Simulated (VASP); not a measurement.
Wanted: the native input for a VASP 6.6.1 run.

| Property | Result |
| --- | --- |
| Task | single point |
| Functional | PBE |
| Potentials or basis | VASP PAW PBE potentials, release 64 (Zn, O) |
| Cutoff | 520 eV |
| k mesh | 9 × 9 × 5 |
| Occupations | gaussian, width 0.019 eV |
| Spin | no spin polarisation |
| Dipole correction | no |
| Further INCAR settings | ALGO = Normal; EDIFF = 1e-06; NBANDS = 26 |

The structure of ZnO (zincite) lies in POSCAR:

```
ZnO
1.0
    3.2493080000      0.0000000000      0.0000000000
   -1.6246540000      2.8139832727      0.0000000000
    0.0000000000      0.0000000000      5.2057090000
Zn O
2 2
Direct
    0.6666666667      0.3333333333      0.0000000000
    0.3333333333      0.6666666667      0.5000000000
    0.3333333333      0.6666666667      0.8790100000
    0.6666666667      0.3333333333      0.3790100000
```

These files were run (other wordings do the same):

INCAR

```
  ALGO = Normal
  EDIFF = 1E-6
  ENCUT = 520
  GGA = PE
  ISIF = 2
  ISMEAR = 0
  LASPH = T
  LCHARG = F
  LREAL = F
  LWAVE = F
  NBANDS = 26
  NELM = 80
  PREC = Accurate
  SIGMA = 0.019000000000000003
```

KPOINTS

```
k-points
0
Gamma
  9 9 5
```

Potentials or basis: VASP PAW PBE potentials, release 64 (Zn, O).

Command:

```sh
$ cat potpaw_PBE.64/Zn/POTCAR potpaw_PBE.64/O/POTCAR > POTCAR
$ mpirun -np 1 vasp_std > vasp.out
```

Results of the run:

The pressure is 6.0 GPa and the largest force is 0.074 eV/Å. The band gap on the k mesh is 0.79 eV, direct.

It took 71 s on 1 thread of AMD EPYC 7R13, on a shared host, peak memory 0.15 GiB.
